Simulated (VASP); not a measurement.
A run of VASP 6.6.1 is set up as follows.

File POSCAR:

```
BeTe
1.0
    0.0000000000      2.8284051077      2.8284051077
    2.8284051077      0.0000000000      2.8284051077
    2.8284051077      2.8284051077      0.0000000000
Be Te
1 1
Direct
    0.0000000000      0.0000000000      0.0000000000
    0.7500000000      0.7500000000      0.7500000000
```

File INCAR.step1:

```
  ALGO = Normal
  EDIFF = 1E-4
  ENCUT = 600
  GGA = PE
  ISMEAR = 0
  LASPH = T
  LCHARG = F
  LREAL = F
  LWAVE = T
  NELM = 100
  PREC = Accurate
  SIGMA = 0.01
```

INCAR.step2

```
  ALGO = Normal
  EDIFF = 1E-6
  EDIFFG = -0.002
  ENCUT = 600
  IBRION = 2
  ISIF = 3
  ISMEAR = 0
  ISTART = 1
  LASPH = T
  LCHARG = F
  LMIXTAU = T
  LREAL = F
  LWAVE = F
  METAGGA = R2SCAN
  NELM = 100
  NSW = 100
  PREC = Accurate
  PSTRESS = 150.0
  SIGMA = 0.01
```

File KPOINTS:

```
k-points
0
Gamma
  8 8 8
```

Potentials or basis: VASP PAW PBE potentials, release 64 (Be, Te).

Launch:

```sh
$ cat potpaw_PBE.64/Be/POTCAR potpaw_PBE.64/Te/POTCAR > POTCAR
$ cp INCAR.step1 INCAR
$ mpirun -np 1 vasp_std > vasp.out
$ cp INCAR.step2 INCAR
$ mpirun -np 1 vasp_std > vasp.out
```

Task: Estimate the relaxed volume.

Result: 18.99 Å³/atom.

Task: What does it give for the relaxed cell?

Result: a = 3.773 Å, b = 3.773 Å, c = 3.773 Å, α = 60.00°, β = 60.00°, γ = 60.00°.

Task: What does it give for the band gap on the k mesh?

Result: 1.87 eV (least direct gap 3.79 eV).

Final structure:
```cif
data_structure
_symmetry_space_group_name_H-M 'P 1'
_symmetry_Int_Tables_number 1
_cell_length_a 3.7732
_cell_length_b 3.7732
_cell_length_c 3.7732
_cell_angle_alpha 60.000
_cell_angle_beta 60.000
_cell_angle_gamma 60.000
_cell_volume 37.98
loop_
_atom_site_label
_atom_site_type_symbol
_atom_site_fract_x
_atom_site_fract_y
_atom_site_fract_z
_atom_site_occupancy
Be1 Be 0.00000 0.00000 0.00000 1
Te1 Te 0.75000 0.75000 0.75000 1
```

Caveat: the cell is relaxed towards a set pressure, so the run minimises the enthalpy, not the energy; the volume moved by over 15 % at a fixed basis, so the end points are rough; the PAW data sets were made with another functional, which shifts forces and pressure a little; spin-orbit coupling is left out, which moves the levels of the heavy elements. A k mesh can miss the band edges.
